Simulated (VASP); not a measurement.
# Pt in VASP: further runs

Pt is run at these levels: PBE; tasks: single point.

Program: VASP 6.6.1. These are calculated values, not measurements. Logs are shortened: lines on timing, memory, paths and dates and some standing lists are left out, and cuts for length are marked.

### Step 1. The cell of the first run

The cell holds a slab with vacuum, 2 atoms: a = 2.773 Å, b = 2.773 Å, c = 8.264 Å, α = 90.00°, β = 90.00°, γ = 60.00°.

### Step 2. Single point, PBE

File INCAR:

```
SYSTEM = Pt
  PREC = Accurate
  ENCUT = 400
  EDIFF = 1E-6
  ISMEAR = 1
  SIGMA = 0.1
  LREAL = .False.
  LASPH = .True.
  NELM = 120
  ALGO = Normal
  ISIF = 2
  LWAVE = .False.
  LCHARG = .False.
  LDIPOL = .True.
  IDIPOL = 3
  DIPOL = 0.5 0.5 0.500
  GGA = PE
  NBANDS = 17
  GGA_COMPAT = .False.
  NELMDL = -8
```

File KPOINTS:

```
Automatic mesh
0
Gamma
  7 7 1
  0 0 0
```

File POSCAR:

```
Pt
1.0
    2.7731313745      0.0000000000      0.0000000000
    1.3865656872      2.4016022183      0.0000000000
    0.0000000000      0.0000000000      8.2642522857
Pt
2
Direct
    0.0000000000      0.0000000000      0.3630092471
    0.3333333333      0.3333333333      0.6369907529
```

Potentials or basis: VASP PAW PBE potentials, release 64 (Pt).

The run is started by

```
> cat potpaw_PBE.64/Pt/POTCAR > POTCAR
> mpirun -np 1 vasp_std > vasp.out
```

OUTCAR:

```text
SYSTEM = Pt
   PREC = Accurate
   ENCUT = 400
   EDIFF = 1E-6
   ISMEAR = 1
   LREAL = .False.
   LASPH = .True.
   NELM = 120
   ISIF = 2
   GGA = PE
   NELMDL = -8

 ion  position               nearest neighbor table
   1  0.000  0.000  0.363-   2 2.77   2 2.77   2 2.77
   2  0.333  0.333  0.637-   1 2.77   1 2.77   1 2.77

  LATTYP: Found a hexagonal cell.
 ALAT       =     2.7731313744
 C/A-ratio  =     2.9801156779

  Lattice vectors:

 A1 = (  -1.3865656872,  -2.4016022183,   0.0000000000)
 A2 = (   2.7731313745,   0.0000000000,   0.0000000000)
 A3 = (   0.0000000000,   0.0000000000,   8.2642522857)

Analysis of symmetry for initial positions (statically):
=====================================================================
 Subroutine PRICEL returns:
 Original cell was already a primitive cell.

 Routine SETGRP: Setting up the symmetry group for a
 hexagonal supercell.

 Subroutine GETGRP returns: Found 12 space group operations
 (whereof  6 operations were pure point group operations)
 out of a pool of 24 trial point group operations.

The static configuration has the point symmetry C_3v.
 The point group associated with its full space group is D_3d.

Analysis of symmetry for dynamics (positions and initial velocities):
=====================================================================
 Subroutine PRICEL returns:
 Original cell was already a primitive cell.

 Routine SETGRP: Setting up the symmetry group for a
 hexagonal supercell.

 Subroutine GETGRP returns: Found 12 space group operations
 (whereof  6 operations were pure point group operations)
 out of a pool of 24 trial point group operations.

The dynamic configuration has the point symmetry C_3v.
 The point group associated with its full space group is D_3d.

 Subroutine INISYM returns: Found 12 space group operations
 (whereof  6 operations are pure point group operations),
 and found     1 'primitive' translations

----------------------------------------------------------------------------------------

                                     Primitive cell

  volume of cell :      55.0396

  direct lattice vectors                    reciprocal lattice vectors
     2.773131375  0.000000000  0.000000000     0.360603183 -0.208194345  0.000000000
     1.386565687  2.401602218  0.000000000     0.000000000  0.416388689  0.000000000
     0.000000000  0.000000000  8.264252286     0.000000000  0.000000000  0.121003082

  length of vectors
     2.773131375  2.773131374  8.264252286     0.416388689  0.416388689  0.121003082

  position of ions in fractional coordinates (direct lattice)
     0.000000000  0.000000000  0.363009247
     0.333333333  0.333333333  0.636990753

  ion indices of the primitive-cell ions
   primitive index   ion index
                 1           1
                 2           2

----------------------------------------------------------------------------------------

 KPOINTS: Automatic mesh

Automatic generation of k-mesh.
 Grid dimensions read from file:
 generate k-points for:    7    7    1

 Generating k-lattice:

  Cartesian coordinates                     Fractional coordinates (reciprocal lattice)
     0.051514740 -0.029742049  0.000000000     0.142857143  0.000000000  0.000000000
     0.000000000  0.059484098  0.000000000     0.000000000  0.142857143  0.000000000
     0.000000000  0.000000000  0.121003082     0.000000000  0.000000000  1.000000000

  Length of vectors
     0.059484098  0.059484098  0.121003082

  Shift w.r.t. Gamma in fractional coordinates (k-lattice)
     0.000000000  0.000000000  0.000000000

 Subroutine IBZKPT returns following result:
 ===========================================

 Found      8 irreducible k-points:

 Following reciprocal coordinates:
            Coordinates               Weight
  0.000000  0.000000  0.000000      1.000000
  0.142857  0.000000  0.000000      6.000000
  0.285714 -0.000000  0.000000      6.000000
  0.428571  0.000000  0.000000      6.000000
  0.285714  0.142857  0.000000      6.000000
  0.428571  0.142857  0.000000     12.000000
 -0.428571  0.142857  0.000000      6.000000
 -0.428571  0.285714  0.000000      6.000000
   k-points           NKPTS =      8   k-points in BZ     NKDIM =      8   number of bands    NBANDS=     17
   number of dos      NEDOS =    301   number of ions     NIONS =      2
   total plane-waves  NPLWV =  17496
   dimension x,y,z NGX =    18 NGY =   18 NGZ =   54
   dimension x,y,z NGXF=    36 NGYF=   36 NGZF=  108
   ions per type =               2
   NGX,Y,Z   is equivalent  to a cutoff of  10.79, 10.79, 10.86 a.u.
   NGXF,Y,Z  is equivalent  to a cutoff of  21.58, 21.58, 21.73 a.u.
 SYSTEM =  Pt
   PREC   = accura    normal or accurate (medium, high low for compatibility)
   ISTART =      0    job   : 0-new  1-cont  2-samecut
   ICHARG =      2    charge: 1-file 2-atom 10-const
   ISPIN  =      1    spin polarized calculation?
   LNONCOLLINEAR =      F non collinear calculations
   LSORBIT =      F    spin-orbit coupling
   LASPH  =      T    aspherical Exc in radial PAW
   ENCUT  =  400.0 eV  29.40 Ry    5.42 a.u.   4.52  4.52 13.48*2*pi/ulx,y,z
   NELM   =    120;   NELMIN=  2; NELMDL= -8     # of ELM steps
   EDIFF  = 0.1E-05   stopping-criterion for ELM
   LREAL  =      F    real-space projection
   EDIFFG = 0.1E-04   stopping-criterion for IOM
   NSW    =      0    number of steps for IOM
   IBRION =     -1    ionic relax: 0-MD 1-quasi-New 2-CG
   NFREE  =      0    steps in history (QN), initial steepest desc. (CG)
   ISIF   =      2    stress and relaxation
   ISYM   =      2    0-nonsym 1-usesym 2-fastsym
   POTIM  = 0.5000    time-step for ionic-motion
   TEBEG  =    0.0;   TEEND  =   0.0 temperature during run
   PSTRESS=    0.0 pullay stress
   NELECT =      20.0000    total number of electrons
   NUPDOWN=      -1.0000    fix difference up-down
   EMIN   =  10.00;   EMAX   =-10.00  energy-range for DOS
   EFERMI =   0.00;   METHOD = LEGACY
   ISMEAR =     1;   SIGMA  =   0.10  broadening in eV -4-tet -1-fermi 0-gaus
   EFERMI_NEDOS =   21; number of points for ismear=-14 and -15
   IALGO  =     38    algorithm
   IMIX   =      4    mixing-type and parameters
     AMIX     =   0.40;   BMIX     =  1.00
     AMIX_MAG =   1.60;   BMIX_MAG =  1.00
  volume/ion in A,a.u.               =      27.52       185.71
  Fermi-wavevector in a.u.,A,eV,Ry     =   1.168225  2.207625 18.568544  1.364749
  Thomas-Fermi vector in A             =   2.304714
   LORBIT       =      0    0 simple, 1 ext, 2 COOP (PROOUT), +10 PAW based schemes
   GGA     = PE    functional components
   LHFCALC =     F    Hartree Fock is set to
   AEXX    =    0.0000 exact exchange contribution
   IVDW    =     0    specifies the selected vdW correction
   LEPSILON=     F    determine dielectric tensor
   LRPA    =     F    only Hartree local field effects (RPA)
 non-spin polarized calculation
 Methfessel and Paxton  Order N= 1 SIGMA  =   0.10
  energy-cutoff  :      400.00
  volume of cell :       55.04
 maximum number of plane-waves:      1017
 NGX is ok and might be reduce to    18
   NGX =  9   NGY =  9   NGZ = 27

 number of electron      20.0000002 magnetization

 dipolmoment           0.000000      0.000000      0.000000 electrons x Angstroem

 Free energy of the ion-electron system (eV)
  ---------------------------------------------------
  ext. energy  EPLUGINS =         0.00000000
  ---------------------------------------------------
  free energy    TOTEN  =       -10.95208713 eV

  energy without entropy =      -10.94262400  energy(sigma->0) =      -10.94893275

 E-fermi :   3.4550     XC(G=0):  -9.0247

 val. band max:        3.4383310643   @ k =   0.1429   0.0000   0.0000
 cond. band min:       3.4867384421   @ k =   0.4286   0.1429   0.0000
 fundamental gap:      0.0484073778
 Fermi energy:         3.4549889534

 k-point     1 :       0.0000    0.0000    0.0000
  band No.  band energies     occupation
      1      -4.9740      2.00000
      2      -3.3194      2.00000
      3       0.1482      2.00000
      4       0.2720      2.00000
      5       0.2720      2.00000
      6       0.4565      2.00000
      7       0.4565      2.00000
      8       2.1973      2.00000
      9       2.4172      2.00000
     10       2.4172      2.00000
     11       3.4232      1.50873
     12       3.4232      1.50873
     13       4.2708     -0.00000
     14      10.8924      0.00000
     15      13.3270      0.00000
     16      18.9618      0.00000
     17      19.4751      0.00000

 k-point     2 :       0.1429    0.0000    0.0000
  band No.  band energies     occupation
      1      -4.2779      2.00000
      2      -2.6353      2.00000
      3      -0.1559      2.00000
      4      -0.0261      2.00000
      5       0.3429      2.00000
      6       0.7804      2.00000
      7       0.9210      2.00000
      8       1.3300      2.00000
      9       2.2270      2.00000
     10       2.2404      2.00000
     11       3.3385      2.06973
     12       3.4383      1.27765
     13       6.0369      0.00000
     14      11.6419      0.00000
     15      13.4870      0.00000
     16      19.5020      0.00000
     17      20.3665      0.00000

 k-point     3 :       0.2857   -0.0000    0.0000
  band No.  band energies     occupation
      1      -2.9206      2.00000
      2      -1.9266      2.00000
      3      -0.9619      2.00000
      4       0.1678      2.00000
      5       0.6628      2.00000
      6       0.9281      2.00000
      7       1.3654      2.00000
      8       2.1033      2.00000
      9       2.1780      2.00000
     10       2.6185      2.00000
     11       3.4139      1.63416
     12       4.3987     -0.00000
     13       8.3207      0.00000
     14      13.4686      0.00000
     15      14.0231      0.00000
     16      15.4857      0.00000
     17      17.7648      0.00000

 k-point     4 :       0.4286    0.0000    0.0000
  band No.  band energies     occupation
      1      -2.5635      2.00000
      2      -2.3553      2.00000
      3      -1.5588      2.00000
      4      -0.0774      2.00000
      5       1.1806      2.00000
      6       1.9472      2.00000
      7       2.4393      2.00000
      8       3.1531      2.00017
      9       3.7295     -0.00072
     10       3.8488     -0.00000
     11       4.0446     -0.00000
     12       6.1723      0.00000
     13      10.0892      0.00000
     14      10.4664      0.00000
     15      12.6347      0.00000
     16      14.6348      0.00000
     17      15.9840      0.00000

 k-point     5 :       0.2857    0.1429    0.0000
  band No.  band energies     occupation
      1      -3.1301      2.00000
      2      -1.5590      2.00000
      3      -0.6966      2.00000
      4      -0.4807      2.00000
      5       0.0934      2.00000
      6       0.6944      2.00000
      7       1.3485      2.00000
      8       2.0035      2.00000
      9       2.0056      2.00000
     10       2.6723      2.00000
     11       3.1426      2.00009
     12       4.2162     -0.00000
     13       7.7446      0.00000
     14      13.0293      0.00000
     15      13.8564      0.00000
     16      17.9981      0.00000
     17      18.2297      0.00000

 k-point     6 :       0.4286    0.1429    0.0000
  band No.  band energies     occupation
      1      -2.1358      2.00000
      2      -1.5862      2.00000
      3      -1.2063      2.00000
      4       0.1272      2.00000
      5       0.5509      2.00000
      6       0.6896      2.00000
      7       1.2763      2.00000
      8       2.4330      2.00000
      9       2.8181      2.00000
     10       3.4867      0.49148
     11       4.5040     -0.00000
     12       6.0400      0.00000
     13      10.0429      0.00000
     14      12.3901      0.00000
     15      14.4251      0.00000
     16      15.0459      0.00000
     17      15.4731      0.00000

 k-point     7 :      -0.4286    0.1429    0.0000
  band No.  band energies     occupation
      1      -2.0329      2.00000
      2      -1.9311      2.00000
      3      -1.4567      2.00000
      4       0.0152      2.00000
      5       0.6725      2.00000
      6       1.7168      2.00000
      7       1.9002      2.00000
      8       2.8109      2.00000
      9       3.3201      2.06693
     10       3.3565      2.04704
     11       7.0127      0.00000
     12       7.7755      0.00000
     13       9.8152      0.00000
     14       9.8547      0.00000
     15      13.0042      0.00000
     16      14.1627      0.00000
     17      15.0770      0.00000

 k-point     8 :      -0.4286    0.2857    0.0000
  band No.  band energies     occupation
      1      -1.4144      2.00000
      2      -1.0259      2.00000
      3      -0.9704      2.00000
      4       0.2407      2.00000
      5       0.2841      2.00000
      6       0.6783      2.00000
      7       0.8033      2.00000
      8       2.3282      2.00000
      9       2.8613      2.00000
     10       3.4293      1.41909
     11       7.3806      0.00000
     12       9.3536      0.00000
     13      10.2030      0.00000
     14      11.2057      0.00000
     15      12.3317      0.00000
     16      14.3441      0.00000
     17      14.7621      0.00000

------------------------ aborting loop because EDIFF is reached ----------------------------------------

 vacuum level on the upper side and lower side of the slab       (xc-potential included)        -2.333        -2.333

  FORCE on cell =-STRESS in cart. coord.  units (eV):
  Direction    XX          YY          ZZ          XY          YZ          ZX
  --------------------------------------------------------------------------------------
  -------------------------------------------------------------------------------------
  Total       -3.1703775     -3.1703775      1.6874934      0.0000000      0.0000000     -0.0000000
  in kB      -92.2882636    -92.2882636     49.1221737      0.0000000      0.0000000     -0.0000000
  external PRESSURE =     -45.1514512 kB  Pullay stress =       0.0000000 kB

 VOLUME and BASIS-vectors are now :
 -----------------------------------------------------------------------------
  energy-cutoff  :      400.00
  volume of cell :       55.04
      direct lattice vectors                 reciprocal lattice vectors
     2.773131375  0.000000000  0.000000000     0.360603183 -0.208194345  0.000000000
     1.386565687  2.401602218  0.000000000     0.000000000  0.416388689  0.000000000
     0.000000000  0.000000000  8.264252286     0.000000000  0.000000000  0.121003082

 POSITION                                       TOTAL-FORCE (eV/Angst)
 -----------------------------------------------------------------------------------
      0.00000      0.00000      3.00000        -0.000000     -0.000000     -0.752955
      1.38657      0.80053      5.26425         0.000000      0.000000      0.752955
 -----------------------------------------------------------------------------------
    total drift:                                0.000000      0.000000      0.000000

  FREE ENERGIE OF THE ION-ELECTRON SYSTEM (eV)
  ---------------------------------------------------
  free  energy   TOTEN  =       -10.9520871316 eV

  energy  without entropy=      -10.9426239951  energy(sigma->0) =      -10.94893275

 vacuum level on the upper side and lower side of the slab         6.822         6.822
```

It used 4.8 s of CPU time on 1 thread of AMD EPYC 9R45 (Zen 5), with other jobs on the host.

Results:

* Free energy: -10.9521 eV
* Largest force: 0.753 eV/Å
* Band gap on the k mesh: zero (band 10 reaches 3.85 eV, above the bottom of band 11 at 3.14 eV)

Forces on the atoms (eV/Å):
```
Pt   0.000  0.000 -0.753
Pt   0.000  0.000  0.753
```

Levels at points of the mesh, in eV from the Fermi level:
| k point | band 6 | band 7 | band 8 | band 9 | band 10 | band 11 | band 12 | band 13 | band 14 | band 15 |
| --- | --- | --- | --- | --- | --- | --- | --- | --- | --- | --- |
| (0.00, 0.00, 0.00) | -3.00 | -3.00 | -1.26 | -1.04 | -1.04 | -0.03 | -0.03 | 0.82 | 7.44 | 9.87 |

Caveat: the k points lie up to 0.37 Å⁻¹ apart; spin-orbit coupling is left out, which moves the levels of the heavy elements.

### Step 3. Single point, PBE

This run uses another cell than the first one, of 34.18 Å³/atom, 1.242 times its volume.

File INCAR:

```
ALGO = Normal
DIPOL = 0.5 0.5 0.500
EDIFF = 1E-6
ENCUT = 400
GGA = PE
GGA_COMPAT = False
IDIPOL = 3
ISIF = 2
ISMEAR = 1
LASPH = True
LCHARG = True
LDIPOL = True
LELF = True
LREAL = False
LVACPOTAV = True
LVHAR = True
LWAVE = False
NBANDS = 17
NELM = 120
NELMDL = -8
PREC = Accurate
SIGMA = 0.1
```

File KPOINTS:

```
k-points
0
Gamma
  7 7 1
```

File POSCAR:

```
Pt
1.0
    2.7731313745      0.0000000000      0.0000000000
    1.3865656872      2.4016022183      0.0000000000
    0.0000000000      0.0000000000     10.2642522857
Pt
2
Direct
    0.0000000000      0.0000000000      0.3897020347
    0.3333333333      0.3333333333      0.6102979653
```

Potentials or basis: VASP PAW PBE potentials, release 64 (Pt).

The run is started by

```
> cat potpaw_PBE.64/Pt/POTCAR > POTCAR
> mpirun -np 1 vasp_std > vasp.out
```

Wall time 10 s (1 thread of AMD EPYC 9R45 (Zen 5), shared host); peak memory 0.11 GiB.

Results (log left out):

| Property | Result |
| --- | --- |
| Free energy | -10.9561 eV |
| Largest force | 0.750 eV/Å |
| Band gap on the k mesh | zero (band 10 reaches 2.06 eV, above the bottom of band 11 at 1.34 eV) |

Forces in eV/Å, atoms in the order of the input:
```
Pt   0.000  0.000 -0.750
Pt   0.000  0.000  0.750
```

Levels at points of the mesh, in eV from the Fermi level:
| k point | band 8 | band 9 | band 10 | band 11 | band 12 | band 13 |
| --- | --- | --- | --- | --- | --- | --- |
| (0.00, 0.00, 0.00) | -1.37 | -1.04 | -1.04 | -0.03 | -0.03 | 1.03 |

Caveat: the k points lie up to 0.37 Å⁻¹ apart; spin-orbit coupling is left out, which moves the levels of the heavy elements.
